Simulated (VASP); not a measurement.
Input of a VASP 6.6.1 run:

The input POSCAR:

```
AlNi
1.0
    1.8889618076     -1.9030859501      0.0000000000
    1.8889618076      1.9030859501      0.0000000000
    0.0000000000      0.0000000000      3.0199221205
Al Ni
1 1
Direct
    0.0000000000      0.0000000000      0.0000000000
    0.5000000000      0.5000000000      0.5000000000
```

The input INCAR.step1:

```
SYSTEM = AlNi
PREC = Accurate
ENCUT = 520
ISMEAR = -1
SIGMA = 0.15
LREAL = .False.
LASPH = .True.
NELM = 150
ISPIN = 2
MAGMOM = 0 1
LMAXMIX = 4
NBANDS = 18
GGA = PE
ALGO = Normal
EDIFF = 1E-4
LWAVE = .True.
LCHARG = .False.
```

File INCAR.step2:

```
SYSTEM = AlNi
PREC = Accurate
ENCUT = 520
EDIFF = 1E-7
ISMEAR = -1
SIGMA = 0.15
LREAL = .False.
LASPH = .True.
NELM = 150
ALGO = Normal
ISIF = 2
LWAVE = .False.
LCHARG = .False.
ISPIN = 2
MAGMOM = 0 1
LORBIT = 11
LMAXMIX = 4
METAGGA = R2SCAN
LMIXTAU = .True.
NBANDS = 18
ISTART = 1
```

Contents of KPOINTS:

```
regular mesh
0
Gamma
  10 10 9
  0 0 0
```

Potentials or basis: VASP PAW PBE potentials, release 64 (Al, Ni).

The run is started by

```sh
$ cat potpaw_PBE.64/Al/POTCAR potpaw_PBE.64/Ni/POTCAR > POTCAR
$ cp INCAR.step1 INCAR
$ mpirun -np 1 vasp_std > vasp.out
$ cp INCAR.step2 INCAR
$ mpirun -np 1 vasp_std > vasp.out
```

Problem. Predict the net moment.

Solution. 0.00 μB per cell.

Problem. What does it give for the pressure?

Solution. 16.9 GPa.

Stress tensor (GPa, compression positive):
```
20.96  0.00  0.00
 0.00 18.89  0.00
 0.00  0.00 10.93
```

Caveat: the PAW data sets were made with another functional, which shifts forces and pressure a little.
